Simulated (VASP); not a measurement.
# TaAl3N4 (Pm-3m) in VASP: single point with PBE

Aim: the single point of TaAl3N4 with PBE.

Program: VASP 6.6.1. These are calculated values, not measurements. Logs are shortened: lines on timing, memory, paths and dates and some standing lists are left out, and cuts for length are marked.

### 1 The cell of the first run

It takes space group Pm-3m (No. 221, cubic). The conventional cell has a = 4.218 Å, b = 4.218 Å, c = 4.218 Å, α = 90.00°, β = 90.00°, γ = 90.00°. Ta (site symmetry m-3m) has 6 N at 2.11 Å within 2.8 Å. Within 2.8 Å of Al (site symmetry 4/mmm) lie 6 N at 2.11 Å. Within 2.8 Å of N (site symmetry 4/mmm) lie 2 Ta at 2.11 Å and 4 Al at 2.11 Å. N (site symmetry m-3m) has 6 Al at 2.11 Å within 2.8 Å.

### 2 Single point, PBE

The input, POSCAR:

```
TaAl3N4
1.0
    4.2181691450      0.0000000000      0.0000000000
    0.0000000000      4.2181691450      0.0000000000
    0.0000000000      0.0000000000      4.2181691450
Ta Al N
1 3 4
Direct
    0.5000000000      0.5000000000      0.5000000000
    0.0000000000      0.5000000000      0.0000000000
    0.0000000000      0.0000000000      0.5000000000
    0.5000000000      0.0000000000      0.0000000000
    0.5000000000      0.0000000000      0.5000000000
    0.0000000000      0.0000000000      0.0000000000
    0.5000000000      0.5000000000      0.0000000000
    0.0000000000      0.5000000000      0.5000000000
```

The input, INCAR.step1:

```
SYSTEM = TaAl3N4
ALGO     = Normal         ! electronic algorithm
EDIFF    = 1E-6           ! SCF threshold, eV
ENCUT    = 520            ! plane-wave cutoff, eV
GGA      = PE             ! functional
ISIF     = 2              ! what is computed and relaxed
ISMEAR   = 0              ! smearing method
LASPH    = .TRUE.         ! aspherical terms in the spheres
LCHARG   = .TRUE.         ! write CHGCAR
LMAXMIX  = 4              ! l up to which the mixer works
LREAL    = .FALSE.        ! projectors in reciprocal space
LWAVE    = .FALSE.        ! write WAVECAR
NBANDS   = 30             ! bands
NELM     = 100            ! most SCF steps
PREC     = Accurate       ! precision mode
SIGMA    = 0.1            ! smearing width, eV
```

The input, KPOINTS.step1:

```
k-points
0
G
  10 10 10
  0 0 0
```

The input, INCAR.step2:

```
SYSTEM = TaAl3N4
ALGO     = Normal         ! electronic algorithm
EDIFF    = 1E-6           ! SCF threshold, eV
ENCUT    = 520            ! plane-wave cutoff, eV
GGA      = PE             ! functional
ICHARG   = 11             ! starting density
ISIF     = 2              ! what is computed and relaxed
ISMEAR   = -5             ! smearing method
LASPH    = .TRUE.         ! aspherical terms in the spheres
LCHARG   = .FALSE.        ! write CHGCAR
LMAXMIX  = 4              ! l up to which the mixer works
LORBIT   = 11             ! projections on sites
LREAL    = .FALSE.        ! projectors in reciprocal space
LWAVE    = .FALSE.        ! write WAVECAR
NEDOS    = 2001           ! points of the DOS
NELM     = 100            ! most SCF steps
PREC     = Accurate       ! precision mode
SIGMA    = 0.1            ! smearing width, eV
```

The input, KPOINTS.step2:

```
k-points
0
G
  15 15 15
  0 0 0
```

Potentials or basis: VASP PAW PBE potentials, release 64 (Ta_pv, Al, N).

Launch:

```console
$ cat potpaw_PBE.64/Ta_pv/POTCAR potpaw_PBE.64/Al/POTCAR potpaw_PBE.64/N/POTCAR > POTCAR
$ cp INCAR.step1 INCAR
$ cp KPOINTS.step1 KPOINTS
$ mpirun -np 1 vasp_std > vasp.out
$ cp INCAR.step2 INCAR
$ cp KPOINTS.step2 KPOINTS
$ mpirun -np 1 vasp_std > vasp.out
```

OUTCAR:

```text
SYSTEM = TaAl3N4
   EDIFF = 1E-6
   ENCUT = 520
   GGA = PE
   ICHARG = 11
   ISIF = 2
   ISMEAR = -5
   LASPH = .TRUE.
   LORBIT = 11
   LREAL = .FALSE.
   NELM = 100
   PREC = Accurate

 ion  position               nearest neighbor table
   1  0.500  0.500  0.500-   5 2.11   7 2.11   8 2.11   7 2.11   5 2.11   8 2.11   2 2.98   4 2.98
                             2 2.98   3 2.98   4 2.98   3 2.98   4 2.98   2 2.98   3 2.98   4 2.98
   2  0.000  0.500  0.000-   6 2.11   7 2.11   8 2.11   8 2.11   6 2.11   7 2.11   1 2.98   3 2.98
                             1 2.98   3 2.98   4 2.98   3 2.98   3 2.98   1 2.98   4 2.98   4 2.98
   3  0.000  0.000  0.500-   5 2.11   6 2.11   8 2.11   6 2.11   8 2.11   5 2.11   2 2.98   4 2.98
                             1 2.98   1 2.98   2 2.98   2 2.98   2 2.98   1 2.98   4 2.98   4 2.98
   4  0.500  0.000  0.000-   5 2.11   6 2.11   7 2.11   5 2.11   7 2.11   6 2.11   1 2.98   3 2.98
                             1 2.98   1 2.98   2 2.98   2 2.98   1 2.98   2 2.98   3 2.98   3 2.98
   5  0.500  0.000  0.500-   1 2.11   3 2.11   4 2.11   4 2.11   1 2.11   3 2.11
   6  0.000  0.000  0.000-   2 2.11   3 2.11   4 2.11   3 2.11   2 2.11   4 2.11
   7  0.500  0.500  0.000-   1 2.11   2 2.11   4 2.11   1 2.11   4 2.11   2 2.11
   8  0.000  0.500  0.500-   1 2.11   2 2.11   3 2.11   2 2.11   3 2.11   1 2.11

  LATTYP: Found a simple cubic cell.
 ALAT       =     4.2181691450

  Lattice vectors:

 A1 = (   4.2181691450,   0.0000000000,   0.0000000000)
 A2 = (   0.0000000000,   4.2181691450,   0.0000000000)
 A3 = (   0.0000000000,   0.0000000000,   4.2181691450)

Analysis of symmetry for initial positions (statically):
=====================================================================
 Subroutine PRICEL returns:
 Original cell was already a primitive cell.

 Routine SETGRP: Setting up the symmetry group for a
 simple cubic supercell.

 Subroutine GETGRP returns: Found 48 space group operations
 (whereof 48 operations were pure point group operations)
 out of a pool of 48 trial point group operations.

The static configuration has the point symmetry O_h .

Analysis of symmetry for dynamics (positions and initial velocities):
=====================================================================
 Subroutine PRICEL returns:
 Original cell was already a primitive cell.

 Routine SETGRP: Setting up the symmetry group for a
 simple cubic supercell.

 Subroutine GETGRP returns: Found 48 space group operations
 (whereof 48 operations were pure point group operations)
 out of a pool of 48 trial point group operations.

The dynamic configuration has the point symmetry O_h .

 Subroutine INISYM returns: Found 48 space group operations
 (whereof 48 operations are pure point group operations),
 and found     1 'primitive' translations

----------------------------------------------------------------------------------------

                                     Primitive cell

  volume of cell :      75.0537

  direct lattice vectors                    reciprocal lattice vectors
     4.218169145  0.000000000  0.000000000     0.237069678  0.000000000  0.000000000
     0.000000000  4.218169145  0.000000000     0.000000000  0.237069678  0.000000000
     0.000000000  0.000000000  4.218169145     0.000000000  0.000000000  0.237069678

  length of vectors
     4.218169145  4.218169145  4.218169145     0.237069678  0.237069678  0.237069678

  position of ions in fractional coordinates (direct lattice)
     0.500000000  0.500000000  0.500000000
     0.000000000  0.500000000  0.000000000
     0.000000000  0.000000000  0.500000000
     0.500000000  0.000000000  0.000000000
     0.500000000  0.000000000  0.500000000
     0.000000000  0.000000000  0.000000000
     0.500000000  0.500000000  0.000000000
     0.000000000  0.500000000  0.500000000

  ion indices of the primitive-cell ions
   primitive index   ion index
                 1           1
                 2           2
                 3           3
                 4           4
                 5           5
                 6           6
                 7           7
                 8           8

----------------------------------------------------------------------------------------

 KPOINTS: k-points

Automatic generation of k-mesh.
 Grid dimensions read from file:
 generate k-points for:   15   15   15

 Generating k-lattice:

  Cartesian coordinates                     Fractional coordinates (reciprocal lattice)
     0.015804645  0.000000000  0.000000000     0.066666667  0.000000000  0.000000000
     0.000000000  0.015804645  0.000000000     0.000000000  0.066666667  0.000000000
     0.000000000  0.000000000  0.015804645     0.000000000  0.000000000  0.066666667

  Length of vectors
     0.015804645  0.015804645  0.015804645

  Shift w.r.t. Gamma in fractional coordinates (k-lattice)
     0.000000000  0.000000000  0.000000000

 TETIRR: Found   1667 inequivalent tetrahedra from    20250

 Subroutine IBZKPT returns following result:
 ===========================================

 Found    120 irreducible k-points:

 Following reciprocal coordinates:
            Coordinates               Weight
  0.000000  0.000000  0.000000      1.000000
  0.066667  0.000000  0.000000      6.000000
  0.133333  0.000000  0.000000      6.000000
  0.200000  0.000000  0.000000      6.000000
  0.266667  0.000000  0.000000      6.000000
  0.333333  0.000000  0.000000      6.000000
[... 16 lines left out ...]
  0.266667  0.200000  0.000000     24.000000
  0.333333  0.200000  0.000000     24.000000
 [... further k-points ...]
   k-points           NKPTS =    120   k-points in BZ     NKDIM =    120   number of bands    NBANDS=     25
   number of dos      NEDOS =   2001   number of ions     NIONS =      8
   total plane-waves  NPLWV =  32768
   dimension x,y,z NGX =    32 NGY =   32 NGZ =   32
   dimension x,y,z NGXF=    64 NGYF=   64 NGZF=   64
   ions per type =               1   3   4
   NGX,Y,Z   is equivalent  to a cutoff of  12.61, 12.61, 12.61 a.u.
   NGXF,Y,Z  is equivalent  to a cutoff of  25.22, 25.22, 25.22 a.u.
 SYSTEM =  TaAl3N4
   PREC   = accura    normal or accurate (medium, high low for compatibility)
   ISTART =      0    job   : 0-new  1-cont  2-samecut
   ICHARG =     11    charge: 1-file 2-atom 10-const
   ISPIN  =      1    spin polarized calculation?
   LNONCOLLINEAR =      F non collinear calculations
   LSORBIT =      F    spin-orbit coupling
   LASPH  =      T    aspherical Exc in radial PAW
   ENCUT  =  520.0 eV  38.22 Ry    6.18 a.u.   7.84  7.84  7.84*2*pi/ulx,y,z
   NELM   =    100;   NELMIN=  2; NELMDL=  0     # of ELM steps
   EDIFF  = 0.1E-05   stopping-criterion for ELM
   LREAL  =      F    real-space projection
   EDIFFG = 0.1E-04   stopping-criterion for IOM
   NSW    =      0    number of steps for IOM
[... 5 lines left out ...]
   TEBEG  =    0.0;   TEEND  =   0.0 temperature during run
   PSTRESS=    0.0 pullay stress
   NELECT =      40.0000    total number of electrons
   NUPDOWN=      -1.0000    fix difference up-down
   EMIN   =  10.00;   EMAX   =-10.00  energy-range for DOS
   EFERMI =   0.00;   METHOD = LEGACY
   ISMEAR =    -5;   SIGMA  =   0.10  broadening in eV -4-tet -1-fermi 0-gaus
   EFERMI_NEDOS =   21; number of points for ismear=-14 and -15
   IALGO  =     38    algorithm
   IMIX   =      4    mixing-type and parameters
     AMIX     =   0.40;   BMIX     =  1.00
     AMIX_MAG =   1.60;   BMIX_MAG =  1.00
  volume/ion in A,a.u.               =       9.38        63.31
  Fermi-wavevector in a.u.,A,eV,Ry     =   1.327305  2.508243 23.969920  1.761739
  Thomas-Fermi vector in A             =   2.456628
   LORBIT       =     11    0 simple, 1 ext, 2 COOP (PROOUT), +10 PAW based schemes
   GGA     = PE    functional components
   LHFCALC =     F    Hartree Fock is set to
   AEXX    =    0.0000 exact exchange contribution
   IVDW    =     0    specifies the selected vdW correction
   LEPSILON=     F    determine dielectric tensor
   LRPA    =     F    only Hartree local field effects (RPA)
 non-spin polarized calculation
 Fermi weights with tetrahedron method with Bloechl corrections
  energy-cutoff  :      520.00
  volume of cell :       75.05
 maximum number of plane-waves:      2034
 NGX is ok and might be reduce to    32

 number of electron      39.9999988 magnetization

 Free energy of the ion-electron system (eV)
  ---------------------------------------------------
  ext. energy  EPLUGINS =         0.00000000
  ---------------------------------------------------
  free energy    TOTEN  =       -63.29947415 eV

  energy without entropy =      -63.29947415  energy(sigma->0) =      -63.29947415

 E-fermi :  11.6745     XC(G=0): -12.3456

 val. band max:       11.6431588457   @ k =   0.4667   0.2667   0.1333
 cond. band min:      11.6906324005   @ k =   0.0667   0.0667   0.0667
 fundamental gap:      0.0474735548
 Fermi energy:        11.6744846706

 k-point     1 :       0.0000    0.0000    0.0000
  band No.  band energies     occupation
      1     -24.1744      2.00000
      2     -24.1744      2.00000
      3     -24.1744      2.00000
      4      -8.3259      2.00000
      5      -5.6615      2.00000
      6      -5.6615      2.00000
[... 17 lines left out ...]
     24      11.3815      2.01037
     25      11.7687      0.00000
[... 621 lines left out ...]
      3     -24.1715      2.00000
      4      -7.3583      2.00000
      5      -5.9427      2.00000
      6      -5.5289      2.00000
[... 17 lines left out ...]
     24      14.0085      0.00000
     25      14.5076      0.00000

 [... further k-points ...]

------------------------ aborting loop because EDIFF is reached ----------------------------------------

  FORCE on cell =-STRESS in cart. coord.  units (eV):
  Direction    XX          YY          ZZ          XY          YZ          ZX
  --------------------------------------------------------------------------------------
  -------------------------------------------------------------------------------------
  Total        0.0652028      0.0652028      0.0652028      0.0000000     -0.0000000      0.0000000
  in kB        1.3918906      1.3918906      1.3918906      0.0000000     -0.0000000      0.0000000
  external PRESSURE =       1.3918906 kB  Pullay stress =       0.0000000 kB

 VOLUME and BASIS-vectors are now :
 -----------------------------------------------------------------------------
  energy-cutoff  :      520.00
  volume of cell :       75.05
      direct lattice vectors                 reciprocal lattice vectors
     4.218169145  0.000000000  0.000000000     0.237069678  0.000000000  0.000000000
     0.000000000  4.218169145  0.000000000     0.000000000  0.237069678  0.000000000
     0.000000000  0.000000000  4.218169145     0.000000000  0.000000000  0.237069678

 POSITION                                       TOTAL-FORCE (eV/Angst)
 -----------------------------------------------------------------------------------
      2.10908      2.10908      2.10908         0.000000      0.000000      0.000000
      0.00000      2.10908      0.00000         0.000000      0.000000      0.000000
      0.00000      0.00000      2.10908         0.000000      0.000000      0.000000
      2.10908      0.00000      0.00000         0.000000      0.000000      0.000000
      2.10908      0.00000      2.10908         0.000000      0.000000      0.000000
      0.00000      0.00000      0.00000         0.000000      0.000000      0.000000
      2.10908      2.10908      0.00000         0.000000      0.000000      0.000000
      0.00000      2.10908      2.10908         0.000000      0.000000      0.000000
 -----------------------------------------------------------------------------------
    total drift:                                0.000000     -0.000000     -0.000000

  FREE ENERGIE OF THE ION-ELECTRON SYSTEM (eV)
  ---------------------------------------------------
  free  energy   TOTEN  =       -63.2994741485 eV

  energy  without entropy=      -63.2994741485  energy(sigma->0) =      -63.29947415

 total charge

# of ion       s       p       d       tot
------------------------------------------
    1        0.318   6.301   2.554   9.173
    2        0.310   0.338   0.000   0.648
    3        0.310   0.338   0.000   0.648
    4        0.310   0.338   0.000   0.648
    5        1.229   2.570   0.000   3.799
    6        1.217   2.538   0.000   3.755
    7        1.229   2.570   0.000   3.799
    8        1.229   2.570   0.000   3.799
--------------------------------------------------
tot          6.151  17.565   2.554  26.269
```

It took 7.8 min on 1 thread of Intel Xeon 8259CL, shared host; peak memory 0.33 GiB.

Results:

| Quantity | Value |
| --- | --- |
| Valence electrons inside the program's atomic spheres | Ta 9.17; Al 0.65; N 3.80, 3.75 (each value once) |

Caveat: spin-orbit coupling is left out, which moves the levels of the heavy elements.
